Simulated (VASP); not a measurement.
TaN:

```
Ta N
1.0
     0.00000    2.17900    2.17900
     2.17900    0.00000    2.17900
     2.17900    2.17900    0.00000
Ta N
1 1
Direct
  0.50000 0.50000 0.50000
  0.00000 0.00000 0.00000
```

Base run:

| Item | Value |
| --- | --- |
| Program | VASP 6.6.1 |
| Functional | PBE |
| Potentials or basis | VASP PAW PBE potentials, release 64 (Ta_pv, N) |
| Cutoff | 520 eV |
| k mesh | 11 × 11 × 11 |
| Occupations | methfessel-paxton, width 0.1 eV |
| Spin | no spin polarisation |

Its results: band gap on the k mesh zero (band 8 reaches 11.61 eV, above the bottom of band 9 at 7.68 eV); pressure 15.5 GPa.

Q: After a change of settings the same cell gave: band gap on the k mesh zero (band 8 reaches 9.93 eV, above the bottom of band 9 at 7.65 eV); pressure 22.1 GPa. Which change was it?
A. k mesh from 11 × 11 × 11 to 4 × 4 × 4
B. k mesh from 11 × 11 × 11 to 9 × 9 × 9; further incar settings from ALGO = Normal; EDIFF = 1e-06; NBANDS = 15 to ALGO = Normal; EDIFF = 1e-07; NBANDS = 15
C. k mesh from 11 × 11 × 11 to 3 × 3 × 3
D. potentials or basis from VASP PAW PBE potentials, release 64 (Ta_pv, N) to VASP PAW PBE potentials, release 64 (Ta_sv_GW, N); cutoff from 520 eV to 600 eV; further incar settings from ALGO = Normal; EDIFF = 1e-06; NBANDS = 15 to ALGO = Normal; EDIFF = 1e-06; NBANDS = 16; valence electrons from 16 to 18

A: C.

Caveats: some runs use coarse meshes; spin-orbit coupling is left out, which moves the levels of the heavy elements.
